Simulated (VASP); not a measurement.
# Si8PO16 (a cell with a defect) in VASP: single point with PBE

Aim: the single point of Si8PO16 (a cell with a defect) with PBE.

Everything below comes from runs of VASP 6.6.1. Logs are shortened: lines on timing, memory, paths and dates and some standing lists are left out, and cuts for length are marked.

### Step 1. The cell of the first run

The cell holds a defect, 25 atoms: a = 7.041 Å, b = 7.041 Å, c = 6.950 Å, α = 90.00°, β = 90.00°, γ = 90.00°.

### Step 2. Single point, PBE, collinear spin

File INCAR:

```
SYSTEM = Si8PO16
  ALGO = Normal
  EDIFF = 1E-7
  ENCUT = 520
  GGA = PE
  ISIF = 2
  ISMEAR = -1
  ISPIN = 2
  LASPH = .TRUE.
  LCHARG = .FALSE.
  LORBIT = 11
  LREAL = Auto
  LWAVE = .FALSE.
  MAGMOM = 0 0 0 0 0 0 0 0 0 0 0 0 0 0 0 0 0 0 0 0 0 0 0 0 1
  NBANDS = 88
  NELM = 150
  PREC = Accurate
  SIGMA = 0.02
```

File KPOINTS:

```
k-points
0
G
  1 1 1
  0 0 0
```

File POSCAR:

```
Si8PO16
1.0
   -4.9790000000     -4.9790000000      0.0000000000
    4.9790000000     -4.9790000000      0.0000000000
    0.0000000000      0.0000000000      6.9500000000
Si O P
8 16 1
Direct
    0.1734640020      0.5026389054      0.0017491682
   -0.0084985406      0.2130735252      0.2888967869
    0.7505551396      0.5023728173      0.4980622245
   -0.0054712808      0.7877055928      0.7113985799
    0.7492770721      0.0026067083     -0.0029676485
    0.5070533404      0.7153421075      0.2113320281
    0.3266862794      0.0007105610      0.5009391160
    0.5066766949      0.2925846405      0.7861361341
    0.3058875413      0.6224975350      0.1479274016
    0.8727006274      0.3099962765      0.4630687208
    0.6224990825      0.4672201847      0.6889212676
    0.0295005184      0.6334804448      0.8796317957
    0.8794272764      0.6899793069      0.5351331371
    0.6269597617      0.5417563978      0.3051065546
    0.0321766043      0.3700020202      0.1247086182
    0.3071116191      0.3849896080      0.8549210071
    0.8716067381      0.0379528509      0.1939904463
    0.4710934112      0.8796274796      0.3693608463
    0.1966896008      0.8526415157      0.6207776742
    0.6290902352      0.1984992608      0.9617091863
    0.4683223754      0.1274248759      0.6298644661
    0.1896643492      0.1441345426      0.3841142869
    0.6246684896      0.8094218720      0.0323288729
    0.8729972896      0.9644734695      0.8013412879
    0.2497161727      0.0042659012      1.0001908413
```

Potentials or basis: VASP PAW PBE potentials, release 64 (Si, O, P).

Launch:

```console
$ cat potpaw_PBE.64/Si/POTCAR potpaw_PBE.64/O/POTCAR potpaw_PBE.64/P/POTCAR > POTCAR
$ mpirun -np 1 vasp_gam > vasp.out
```

OUTCAR:

```text
SYSTEM = Si8PO16
   EDIFF = 1E-7
   ENCUT = 520
   GGA = PE
   ISIF = 2
   ISMEAR = -1
   ISPIN = 2
   LASPH = .TRUE.
   LORBIT = 11
   LREAL = Auto
   NELM = 150
   PREC = Accurate

 ion  position               nearest neighbor table
   1  0.173  0.503  0.002-  15 1.61  12 1.61  16 1.62   9 1.62   4 3.11   2 3.13   6 3.14
   2  0.992  0.213  0.289-  15 1.61  22 1.62  10 1.62  17 1.63   3 3.02   5 3.04   1 3.13
   3  0.751  0.502  0.498-  14 1.62  10 1.62  11 1.62  13 1.62   8 3.02   2 3.02   6 3.03   4 3.03

   4  0.995  0.788  0.711-  12 1.61  13 1.62  19 1.62  24 1.63   3 3.03   5 3.04   1 3.11   7 3.14
[... 8 lines left out ...]
  10  0.873  0.310  0.463-   2 1.62   3 1.62
  11  0.622  0.467  0.689-   8 1.62   3 1.62
  12  0.030  0.633  0.880-   1 1.61   4 1.61
  13  0.879  0.690  0.535-   4 1.62   3 1.62
  14  0.627  0.542  0.305-   6 1.62   3 1.62
[... 8 lines left out ...]
  23  0.625  0.809  0.032-   6 1.63   5 1.64
  24  0.873  0.964  0.801-   4 1.63   5 1.64
  25  0.250  0.004  0.000-

  LATTYP: Found a simple tetragonal cell.
 ALAT       =     7.0413693271
 C/A-ratio  =     0.9870239263

  Lattice vectors:

 A1 = (  -4.9790000000,  -4.9790000000,   0.0000000000)
 A2 = (   4.9790000000,  -4.9790000000,   0.0000000000)
 A3 = (   0.0000000000,   0.0000000000,   6.9500000000)

Analysis of symmetry for initial positions (statically):
=====================================================================
 Subroutine PRICEL returns:
 Original cell was already a primitive cell.

 Routine SETGRP: Setting up the symmetry group for a
 simple tetragonal supercell.

 Subroutine GETGRP returns: Found  1 space group operations
 (whereof  1 operations were pure point group operations)
 out of a pool of 16 trial point group operations.

The static configuration has the point symmetry C_1 .

Analysis of symmetry for dynamics (positions and initial velocities):
=====================================================================
 Subroutine PRICEL returns:
 Original cell was already a primitive cell.

 Routine SETGRP: Setting up the symmetry group for a
 simple tetragonal supercell.

 Subroutine GETGRP returns: Found  1 space group operations
 (whereof  1 operations were pure point group operations)
 out of a pool of 16 trial point group operations.

The dynamic configuration has the point symmetry C_1 .

Analysis of structural, dynamic, and magnetic symmetry:
=====================================================================
 Subroutine PRICEL returns:
 Original cell was already a primitive cell.

 Routine SETGRP: Setting up the symmetry group for a
 simple tetragonal supercell.

 Subroutine GETGRP returns: Found  1 space group operations
 (whereof  1 operations were pure point group operations)
 out of a pool of 16 trial point group operations.

The overall configuration has the point symmetry C_1 .

 Subroutine INISYM returns: Found  1 space group operations
 (whereof  1 operations are pure point group operations),
 and found     1 'primitive' translations

----------------------------------------------------------------------------------------

                                     Primitive cell

  volume of cell :     344.5871

  direct lattice vectors                    reciprocal lattice vectors
    -4.979000000 -4.979000000  0.000000000    -0.100421771 -0.100421771  0.000000000
     4.979000000 -4.979000000  0.000000000     0.100421771 -0.100421771  0.000000000
     0.000000000  0.000000000  6.950000000     0.000000000  0.000000000  0.143884892

  length of vectors
     7.041369327  7.041369327  6.950000000     0.142017831  0.142017831  0.143884892

  position of ions in fractional coordinates (direct lattice)
     0.173464002  0.502638905  0.001749168
     0.991501459  0.213073525  0.288896787
     0.750555140  0.502372817  0.498062225
     0.994528719  0.787705593  0.711398580
     0.749277072  0.002606708  0.997032352
     0.507053340  0.715342107  0.211332028
[... 17 lines left out ...]
     0.872997290  0.964473469  0.801341288
     0.249716173  0.004265901  0.000190841

  ion indices of the primitive-cell ions
[... 57 lines left out ...]
   number of dos      NEDOS =    301   number of ions     NIONS =     25
   total plane-waves  NPLWV = 157464
   dimension x,y,z NGX =    54 NGY =   54 NGZ =   54
   dimension x,y,z NGXF=   108 NGYF=  108 NGZF=  108
   ions per type =               8  16   1
   NGX,Y,Z   is equivalent  to a cutoff of  12.75, 12.75, 12.92 a.u.
   NGXF,Y,Z  is equivalent  to a cutoff of  25.50, 25.50, 25.83 a.u.
 SYSTEM =  Si8PO16
   PREC   = accura    normal or accurate (medium, high low for compatibility)
   ISTART =      0    job   : 0-new  1-cont  2-samecut
   ICHARG =      2    charge: 1-file 2-atom 10-const
   ISPIN  =      2    spin polarized calculation?
   LNONCOLLINEAR =      F non collinear calculations
   LSORBIT =      F    spin-orbit coupling
   LASPH  =      T    aspherical Exc in radial PAW
   ENCUT  =  520.0 eV  38.22 Ry    6.18 a.u.  13.09 13.09 12.92*2*pi/ulx,y,z
   NELM   =    150;   NELMIN=  2; NELMDL= -5     # of ELM steps
   EDIFF  = 0.1E-06   stopping-criterion for ELM
   LREAL  =      T    real-space projection
   EDIFFG = 0.1E-05   stopping-criterion for IOM
   NSW    =      0    number of steps for IOM
   IBRION =     -1    ionic relax: 0-MD 1-quasi-New 2-CG
   NFREE  =      0    steps in history (QN), initial steepest desc. (CG)
   ISIF   =      2    stress and relaxation
   ISYM   =      2    0-nonsym 1-usesym 2-fastsym
   POTIM  = 0.5000    time-step for ionic-motion
   TEBEG  =    0.0;   TEEND  =   0.0 temperature during run
   PSTRESS=    0.0 pullay stress
   NELECT =     133.0000    total number of electrons
   NUPDOWN=      -1.0000    fix difference up-down
   EMIN   =  10.00;   EMAX   =-10.00  energy-range for DOS
   EFERMI =   0.00;   METHOD = LEGACY
   ISMEAR =    -1;   SIGMA  =   0.02  broadening in eV -4-tet -1-fermi 0-gaus
   EFERMI_NEDOS =   21; number of points for ismear=-14 and -15
   IALGO  =     38    algorithm
   IMIX   =      4    mixing-type and parameters
     AMIX     =   0.40;   BMIX     =  1.00
     AMIX_MAG =   1.60;   BMIX_MAG =  1.00
  volume/ion in A,a.u.               =      13.78        93.02
  Fermi-wavevector in a.u.,A,eV,Ry     =   1.191953  2.252464 19.330495  1.420751
  Thomas-Fermi vector in A             =   2.328002
   LORBIT       =     11    0 simple, 1 ext, 2 COOP (PROOUT), +10 PAW based schemes
   GGA     = PE    functional components
   LHFCALC =     F    Hartree Fock is set to
   AEXX    =    0.0000 exact exchange contribution
   IVDW    =     0    specifies the selected vdW correction
   LEPSILON=     F    determine dielectric tensor
   LRPA    =     F    only Hartree local field effects (RPA)
 spin polarized calculation
  energy-cutoff  :      520.00
  volume of cell :      344.59
 maximum number of plane-waves:      4633
 NGX is ok and might be reduce to    54
   NGX = 27   NGY = 27   NGZ = 25

 number of electron     133.0000001 magnetization       3.0000041

 Free energy of the ion-electron system (eV)
  ---------------------------------------------------
  ext. energy  EPLUGINS =         0.00000000
  ---------------------------------------------------
  free energy    TOTEN  =      -189.75596378 eV

  energy without entropy =     -189.75596378  energy(sigma->0) =     -189.75596378

 E-fermi :   3.5365     XC(G=0):  -8.8251

 val. band max:        3.0551144865   @ k =   0.0000   0.0000   0.0000
 cond. band min:       5.0691733241   @ k =   0.0000   0.0000   0.0000
 fundamental gap:      2.0140588375
 Fermi energy:         3.5365120316

 spin component 1

 k-point     1 :       0.0000    0.0000    0.0000
  band No.  band energies     occupation
      1     -18.7332      1.00000
      2     -17.8707      1.00000
      3     -17.8058      1.00000
      4     -17.8002      1.00000
      5     -17.7926      1.00000
      6     -17.7898      1.00000
[... 70 lines left out ...]
     77      10.0432      0.00000
     78      10.0529      0.00000
 Fermi energy:         3.5365120316

 spin component 2

 k-point     1 :       0.0000    0.0000    0.0000
  band No.  band energies     occupation
      1     -18.7019      1.00000
      2     -17.8319      1.00000
      3     -17.7750      1.00000
      4     -17.7692      1.00000
      5     -17.7597      1.00000
      6     -17.7519      1.00000
[... 70 lines left out ...]
     77      10.1463      0.00000
     78      10.1827      0.00000
 [bands above 78 left out]

------------------------ aborting loop because EDIFF is reached ----------------------------------------

  FORCE on cell =-STRESS in cart. coord.  units (eV):
  Direction    XX          YY          ZZ          XY          YZ          ZX
  --------------------------------------------------------------------------------------
  -------------------------------------------------------------------------------------
  Total        9.4071825      9.2327293     10.7134205      0.1765577     -0.1656973     -0.0846470
  in kB       43.7392267     42.9280964     49.8126540      0.8209148     -0.7704189     -0.3935710
  external PRESSURE =      45.4933257 kB  Pullay stress =       0.0000000 kB

 VOLUME and BASIS-vectors are now :
 -----------------------------------------------------------------------------
  energy-cutoff  :      520.00
  volume of cell :      344.59
      direct lattice vectors                 reciprocal lattice vectors
    -4.979000000 -4.979000000  0.000000000    -0.100421771 -0.100421771  0.000000000
     4.979000000 -4.979000000  0.000000000     0.100421771 -0.100421771  0.000000000
     0.000000000  0.000000000  6.950000000     0.000000000  0.000000000  0.143884892

 POSITION                                       TOTAL-FORCE (eV/Angst)
 -----------------------------------------------------------------------------------
      1.63896     -3.36632      0.01216         0.036981      0.034002     -0.000766
     -3.87579     -5.99758      2.00783        -0.021479      0.000305      0.012951
     -1.23570     -6.23833      3.46153        -0.010192     -0.014734     -0.002606
     -1.02977     -8.87374      4.94422         0.001717     -0.019356     -0.017454
     -3.71767     -3.74363      6.92937        -0.004151     -0.004345     -0.002510
      1.03707     -6.08631      1.46876         0.004309      0.009176     -0.023532
[... 17 lines left out ...]
      0.45546     -9.14877      5.56932        -0.001585     -0.001162      0.013461
     -1.22210     -1.26458      0.00133         0.001648      0.000772     -0.001342
 -----------------------------------------------------------------------------------
    total drift:                               -0.014403     -0.007130      0.007026

  FREE ENERGIE OF THE ION-ELECTRON SYSTEM (eV)
  ---------------------------------------------------
  free  energy   TOTEN  =      -189.7559637764 eV

  energy  without entropy=     -189.7559637764  energy(sigma->0) =     -189.75596378

 total charge

# of ion       s       p       d       tot
------------------------------------------
    1        0.640   1.000   0.000   1.640
    2        0.642   0.989   0.000   1.631
    3        0.647   0.995   0.000   1.642
    4        0.642   0.988   0.000   1.630
    5        0.639   0.966   0.000   1.605
    6        0.642   0.988   0.000   1.630
[... 17 lines left out ...]
   24        1.551   3.670   0.000   5.220
   25        1.155   1.264   0.000   2.419
--------------------------------------------------
tot         31.084  68.256   0.000  99.340

 magnetization (x)

# of ion       s       p       d       tot
------------------------------------------
    1       -0.000   0.002   0.000   0.002
    2       -0.001  -0.001   0.000  -0.002
    3       -0.000   0.000   0.000  -0.000
    4       -0.000  -0.001   0.000  -0.002
    5       -0.000   0.001   0.000   0.001
    6       -0.001  -0.001   0.000  -0.002
[... 17 lines left out ...]
   24        0.001   0.025   0.000   0.027
   25        0.025   1.178   0.000   1.203
--------------------------------------------------
tot          0.040   1.479   0.000   1.519
```

Wall time 2 min (1 thread of Intel Xeon Platinum 8259CL at 2.50GHz (Skylake/Cascade Lake), shared host); peak memory 0.49 GiB.

Results:

| Property | Result |
| --- | --- |
| Free energy | -189.7560 eV |
| Pressure | 4.5 GPa |
| Largest force | 0.050 eV/Å |
| Net moment | 3.00 μB per cell |
| Site moments | Si +0.00, -0.00 (each value once); O +0.03, +0.00, +0.02, +0.04 (each value once); P +1.20 μB |
| Valence electrons inside the program's atomic spheres | Si 1.64, 1.63, 1.60 (each value once); O 5.25, 5.24, 5.26, 5.22 (each value once); P 2.42 |

Forces in eV/Å, atoms in the order of the input:
```
Si   0.037  0.034 -0.001
Si  -0.021  0.000  0.013
Si  -0.010 -0.015 -0.003
Si   0.002 -0.019 -0.017
Si  -0.004 -0.004 -0.003
Si   0.004  0.009 -0.024
Si  -0.021 -0.029  0.002
Si   0.015  0.002  0.017
O   -0.006 -0.009 -0.012
O    0.014  0.002  0.003
O   -0.004  0.006 -0.006
O   -0.015 -0.010 -0.005
O   -0.001  0.018  0.000
O   -0.004  0.003  0.008
O   -0.009 -0.009  0.008
O   -0.010 -0.008  0.007
O   -0.002 -0.009 -0.007
O    0.003  0.013 -0.009
O    0.014  0.000 -0.005
O    0.009  0.001 -0.006
O    0.011  0.004  0.009
O   -0.001  0.011  0.006
O   -0.001  0.008  0.012
O   -0.002 -0.001  0.013
P    0.002  0.001 -0.001
```

Levels at points of the mesh, in eV from the Fermi level:
Spin up:
```tsv
k point	band 66	band 67	band 68	band 69	band 70	band 71
(0.00, 0.00, 0.00)	-0.61	-0.53	-0.48	3.11	5.48	5.49
```
Spin down:
```
           k point  band 61  band 62  band 63  band 64  band 65  band 66  band 67  band 68  band 69  band 70
(0.00, 0.00, 0.00)    -3.37    -3.29    -3.06    -3.04    -3.02     1.53     1.61     1.65     3.16     5.51
```

Caveat: the k points lie up to 0.90 Å⁻¹ apart, too coarse for converged energies, forces and pressures.
